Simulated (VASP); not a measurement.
# SrO (sol) (Fm-3m) in VASP: further runs

SrO (sol) is run at these levels: PBEsol; tasks: single point, relaxation of cell and atoms.

Program: VASP 6.6.1. These are calculated values, not measurements. Logs are shortened: lines on timing, memory, paths and dates and some standing lists are left out, and cuts for length are marked.

## Step 1: The cell of the first run

The structure is cubic, space group Fm-3m (No. 225). Conventional cell: a = 5.122 Å, b = 5.122 Å, c = 5.122 Å, α = 90.00°, β = 90.00°, γ = 90.00°. Within 3.4 Å of Sr (site symmetry m-3m) lie 6 O at 2.56 Å. O (site symmetry m-3m) has 6 Sr at 2.56 Å within 3.4 Å.

## Step 2: Single point, PBEsol

The input, INCAR:

```
PREC     = Accurate       # precision mode
ENCUT    = 600            # plane-wave cutoff, eV
EDIFF    = 1E-6           # SCF threshold, eV
ISMEAR   = 0              # smearing method
SIGMA    = 0.02           # smearing width, eV
LREAL    = F              # projectors in reciprocal space
LASPH    = T              # aspherical terms in the spheres
NELM     = 120            # most SCF steps
ALGO     = Normal         # electronic algorithm
ISIF     = 2              # what is computed and relaxed
LWAVE    = F              # write WAVECAR
LCHARG   = T              # write CHGCAR
GGA      = PS             # functional
LELF     = T              # ELF
LVHAR    = T            
NBANDS   = 15             # bands
GGA_COMPAT= F
```

The input, KPOINTS:

```
regular mesh
0
Gamma
  6 6 6
```

The input, POSCAR:

```
SrO
1.0
    0.0000000000      2.5612016552      2.5612016552
    2.5612016552      0.0000000000      2.5612016552
    2.5612016552      2.5612016552      0.0000000000
Sr O
1 1
Direct
    0.0000000000      0.0000000000      0.0000000000
    0.5000000000      0.5000000000      0.5000000000
```

Potentials or basis: VASP PAW PBE potentials, release 64 (Sr_sv, O).

Started as:

```console
$ cat potpaw_PBE.64/Sr_sv/POTCAR potpaw_PBE.64/O/POTCAR > POTCAR
$ mpirun -np 1 vasp_std > vasp.out
```

OUTCAR:

```text
PREC = Accurate
   ENCUT = 600
   EDIFF = 1E-6
   ISMEAR = 0
   LREAL = F
   LASPH = T
   NELM = 120
   ISIF = 2
   GGA = PS

 ion  position               nearest neighbor table
   1  0.000  0.000  0.000-   2 2.56   2 2.56   2 2.56   2 2.56   2 2.56   2 2.56
   2  0.500  0.500  0.500-   1 2.56   1 2.56   1 2.56   1 2.56   1 2.56   1 2.56

  LATTYP: Found a face centered cubic cell.
 ALAT       =     5.1224033104

  Lattice vectors:

 A1 = (   0.0000000000,   2.5612016552,   2.5612016552)
 A2 = (   2.5612016552,   0.0000000000,   2.5612016552)
 A3 = (   2.5612016552,   2.5612016552,   0.0000000000)

Analysis of symmetry for initial positions (statically):
=====================================================================
 Subroutine PRICEL returns:
 Original cell was already a primitive cell.

 Routine SETGRP: Setting up the symmetry group for a
 face centered cubic supercell.

 Subroutine GETGRP returns: Found 48 space group operations
 (whereof 48 operations were pure point group operations)
 out of a pool of 48 trial point group operations.

The static configuration has the point symmetry O_h .

Analysis of symmetry for dynamics (positions and initial velocities):
=====================================================================
 Subroutine PRICEL returns:
 Original cell was already a primitive cell.

 Routine SETGRP: Setting up the symmetry group for a
 face centered cubic supercell.

 Subroutine GETGRP returns: Found 48 space group operations
 (whereof 48 operations were pure point group operations)
 out of a pool of 48 trial point group operations.

The dynamic configuration has the point symmetry O_h .

 Subroutine INISYM returns: Found 48 space group operations
 (whereof 48 operations are pure point group operations),
 and found     1 'primitive' translations

----------------------------------------------------------------------------------------

                                     Primitive cell

  volume of cell :      33.6017

  direct lattice vectors                    reciprocal lattice vectors
     0.000000000  2.561201655  2.561201655    -0.195220864  0.195220864  0.195220864
     2.561201655  0.000000000  2.561201655     0.195220864 -0.195220864  0.195220864
     2.561201655  2.561201655  0.000000000     0.195220864  0.195220864 -0.195220864

  length of vectors
     3.622086117  3.622086117  3.622086117     0.338132455  0.338132455  0.338132455
[... 80 lines left out ...]
   POTIM  = 0.5000    time-step for ionic-motion
   TEBEG  =    0.0;   TEEND  =   0.0 temperature during run
   PSTRESS=    0.0 pullay stress
   NELECT =      16.0000    total number of electrons
   NUPDOWN=      -1.0000    fix difference up-down
   EMIN   =  10.00;   EMAX   =-10.00  energy-range for DOS
   EFERMI =   0.00;   METHOD = LEGACY
   ISMEAR =     0;   SIGMA  =   0.02  broadening in eV -4-tet -1-fermi 0-gaus
   EFERMI_NEDOS =   21; number of points for ismear=-14 and -15
   IALGO  =     38    algorithm
   IMIX   =      4    mixing-type and parameters
     AMIX     =   0.40;   BMIX     =  1.00
     AMIX_MAG =   1.60;   BMIX_MAG =  1.00
  volume/ion in A,a.u.               =      16.80       113.38
  Fermi-wavevector in a.u.,A,eV,Ry     =   1.278383  2.415794 22.235506  1.634264
  Thomas-Fermi vector in A             =   2.410929
   LORBIT       =      0    0 simple, 1 ext, 2 COOP (PROOUT), +10 PAW based schemes
   GGA     = PS    functional components
   LHFCALC =     F    Hartree Fock is set to
   AEXX    =    0.0000 exact exchange contribution
   IVDW    =     0    specifies the selected vdW correction
   LEPSILON=     F    determine dielectric tensor
   LRPA    =     F    only Hartree local field effects (RPA)
 non-spin polarized calculation
 Gauss-broadening in eV      SIGMA  =   0.02
  energy-cutoff  :      600.00
  volume of cell :       33.60
 maximum number of plane-waves:      1139
 NGX is ok and might be reduce to    30
   NGX = 15   NGY = 15   NGZ = 15

 number of electron      15.9999997 magnetization

 Free energy of the ion-electron system (eV)
  ---------------------------------------------------
  ext. energy  EPLUGINS =         0.00000000
  ---------------------------------------------------
  free energy    TOTEN  =       -12.64043322 eV

  energy without entropy =      -12.64043322  energy(sigma->0) =      -12.64043322

 E-fermi :   1.7120     XC(G=0): -10.3321

 val. band max:        1.5420022651   @ k =   0.0000   0.0000   0.0000
 cond. band min:       4.6896631949   @ k =   0.5000   0.5000   0.0000
 fundamental gap:      3.1476609298
 Fermi energy:         1.7119875135

 k-point     1 :       0.0000    0.0000    0.0000
  band No.  band energies     occupation
      1     -30.6553      2.00000
      2     -13.4703      2.00000
      3     -12.2956      2.00000
      4     -12.2956      2.00000
      5     -12.2956      2.00000
      6       1.5420      2.00000
      7       1.5420      2.00000
      8       1.5420      2.00000
      9       5.4462      0.00000
     10       7.7286      0.00000
     11       7.7286      0.00000
     12       7.7286      0.00000
     13       9.9498      0.00000
     14       9.9498      0.00000
[... 257 lines left out ...]
      2     -14.0341      2.00000
      3     -13.1702      2.00000
      4     -12.8536      2.00000
      5     -11.9041      2.00000
      6       0.6313      2.00000
      7       1.0905      2.00000
      8       1.2048      2.00000
      9       6.1096      0.00000
     10       9.1042      0.00000
     11      10.0693      0.00000
     12      12.6654      0.00000
     13      12.8076      0.00000
     14      14.5286      0.00000
     15      15.0996      0.00000

------------------------ aborting loop because EDIFF is reached ----------------------------------------

  FORCE on cell =-STRESS in cart. coord.  units (eV):
  Direction    XX          YY          ZZ          XY          YZ          ZX
  --------------------------------------------------------------------------------------
  -------------------------------------------------------------------------------------
  Total        0.1179071      0.1179071      0.1179071      0.0000000      0.0000000     -0.0000000
  in kB        5.6219794      5.6219794      5.6219794      0.0000000      0.0000000     -0.0000000
  external PRESSURE =       5.6219794 kB  Pullay stress =       0.0000000 kB

 VOLUME and BASIS-vectors are now :
 -----------------------------------------------------------------------------
  energy-cutoff  :      600.00
  volume of cell :       33.60
      direct lattice vectors                 reciprocal lattice vectors
     0.000000000  2.561201655  2.561201655    -0.195220864  0.195220864  0.195220864
     2.561201655  0.000000000  2.561201655     0.195220864 -0.195220864  0.195220864
     2.561201655  2.561201655  0.000000000     0.195220864  0.195220864 -0.195220864

 POSITION                                       TOTAL-FORCE (eV/Angst)
 -----------------------------------------------------------------------------------
      0.00000      0.00000      0.00000         0.000000      0.000000      0.000000
      2.56120      2.56120      2.56120        -0.000000     -0.000000     -0.000000
 -----------------------------------------------------------------------------------
    total drift:                                0.000000      0.000000      0.000000

  FREE ENERGIE OF THE ION-ELECTRON SYSTEM (eV)
  ---------------------------------------------------
  free  energy   TOTEN  =       -12.6404332166 eV

  energy  without entropy=      -12.6404332166  energy(sigma->0) =      -12.64043322
```

OSZICAR:

```text
N       E                     dE             d eps       ncg     rms          rms(c)
DAV:   1     0.738019012274E+02    0.73802E+02   -0.91769E+03   480   0.115E+03
DAV:   2    -0.113758250743E+02   -0.85178E+02   -0.77624E+02   678   0.235E+02
DAV:   3    -0.145441434597E+02   -0.31683E+01   -0.31497E+01   609   0.406E+01
DAV:   4    -0.146163969121E+02   -0.72253E-01   -0.72247E-01   612   0.580E+00
DAV:   5    -0.146178456923E+02   -0.14488E-02   -0.14488E-02   607   0.666E-01    0.174E+01
DAV:   6    -0.128110880966E+02    0.18068E+01   -0.57073E+00   487   0.184E+01    0.203E+01
DAV:   7    -0.126665410360E+02    0.14455E+00   -0.28757E-01   571   0.473E+00    0.119E+01
DAV:   8    -0.126393360281E+02    0.27205E-01   -0.12268E-01   648   0.340E+00    0.442E-01
DAV:   9    -0.126402573106E+02   -0.92128E-03   -0.59061E-03   621   0.470E-01    0.232E-01
DAV:  10    -0.126403495209E+02   -0.92210E-04   -0.27495E-04   557   0.168E-01    0.864E-02
DAV:  11    -0.126404238394E+02   -0.74318E-04   -0.85694E-05   572   0.737E-02    0.256E-02
DAV:  12    -0.126404332143E+02   -0.93749E-05   -0.11563E-05   544   0.288E-02    0.978E-03
DAV:  13    -0.126404332166E+02   -0.22501E-08   -0.96168E-07   413   0.800E-03
   1 F= -.12640433E+02 E0= -.12640433E+02  d E =-.664933E-35
```

It took 11 s on 1 thread of Intel Xeon Platinum 8124M at 3.00GHz (Skylake/Cascade Lake), shared host; peak memory 0.17 GiB.

Results:

* Free energy: -12.6404 eV
* Pressure: 0.6 GPa
* Band gap on the k mesh: 3.15 eV, indirect (least direct gap 3.23 eV)

Levels at points of the mesh, in eV from the valence-band top:
```tsv
k point	band 6	band 7	band 8	band 9	band 10	band 11
(0.00, 0.00, 0.00)	0.00	0.00	0.00	3.90	6.19	6.19
(0.50, 0.00, 0.00)	-2.25	-1.18	-1.18	6.54	8.38	8.91
(0.50, 0.50, 0.00)	-0.42	-0.08	-0.08	3.15	7.85	10.27
```

Caveat: the PAW data sets were made with another functional, which shifts forces and pressure a little. A k mesh can miss the band edges.

## Step 3: Single point, PBEsol

The input, INCAR:

```
  PREC = Accurate
  ENCUT = 600
  EDIFF = 1E-6
  ISMEAR = 0
  SIGMA = 0.01
  LREAL = False
  LASPH = True
  NELM = 120
  ALGO = Normal
  ISIF = 2
  LWAVE = False
  LCHARG = False
  GGA = PS
  NBANDS = 15
  GGA_COMPAT = False
```

KPOINTS is that of step 2.

POSCAR is that of step 2.

Potentials or basis: VASP PAW PBE potentials, release 64 (Sr_sv, O).

Started as:

```console
$ cat potpaw_PBE.64/Sr_sv/POTCAR potpaw_PBE.64/O/POTCAR > POTCAR
$ mpirun -np 1 vasp_std > vasp.out
```

OUTCAR:

```text
PREC = Accurate
   ENCUT = 600
   EDIFF = 1E-6
   ISMEAR = 0
   LREAL = False
   LASPH = True
   NELM = 120
   ISIF = 2
   GGA = PS

 ion  position               nearest neighbor table
   1  0.000  0.000  0.000-   2 2.56   2 2.56   2 2.56   2 2.56   2 2.56   2 2.56
   2  0.500  0.500  0.500-   1 2.56   1 2.56   1 2.56   1 2.56   1 2.56   1 2.56

  LATTYP: Found a face centered cubic cell.
 ALAT       =     5.1224033104

  Lattice vectors:

 A1 = (   0.0000000000,   2.5612016552,   2.5612016552)
[... 464 lines left out ...]
------------------------ aborting loop because EDIFF is reached ----------------------------------------

  FORCE on cell =-STRESS in cart. coord.  units (eV):
  Direction    XX          YY          ZZ          XY          YZ          ZX
  --------------------------------------------------------------------------------------
  -------------------------------------------------------------------------------------
  Total        0.1179071      0.1179071      0.1179071     -0.0000000     -0.0000000     -0.0000000
  in kB        5.6219794      5.6219794      5.6219794     -0.0000000     -0.0000000     -0.0000000
  external PRESSURE =       5.6219794 kB  Pullay stress =       0.0000000 kB

 VOLUME and BASIS-vectors are now :
 -----------------------------------------------------------------------------
  energy-cutoff  :      600.00
  volume of cell :       33.60
      direct lattice vectors                 reciprocal lattice vectors
     0.000000000  2.561201655  2.561201655    -0.195220864  0.195220864  0.195220864
     2.561201655  0.000000000  2.561201655     0.195220864 -0.195220864  0.195220864
     2.561201655  2.561201655  0.000000000     0.195220864  0.195220864 -0.195220864

 POSITION                                       TOTAL-FORCE (eV/Angst)
 -----------------------------------------------------------------------------------
      0.00000      0.00000      0.00000         0.000000      0.000000      0.000000
      2.56120      2.56120      2.56120         0.000000      0.000000      0.000000
 -----------------------------------------------------------------------------------
    total drift:                                0.000000      0.000000      0.000000

  FREE ENERGIE OF THE ION-ELECTRON SYSTEM (eV)
  ---------------------------------------------------
  free  energy   TOTEN  =       -12.6404332166 eV

  energy  without entropy=      -12.6404332166  energy(sigma->0) =      -12.64043322
```

It took 10 s on 1 thread of Intel Xeon Platinum 8124M at 3.00GHz (Skylake/Cascade Lake), shared host; peak memory 0.17 GiB.

What came out:

```
Free energy            : -12.6404 eV
Pressure               : 0.6 GPa
Band gap on the k mesh : 3.15 eV, indirect (least direct gap 3.23 eV)
```

Caveat: the PAW data sets were made with another functional, which shifts forces and pressure a little. Expect the measured gap to be larger: semilocal functionals such as PBEsol lack the derivative discontinuity.

(Continued in part 2 of 2.)
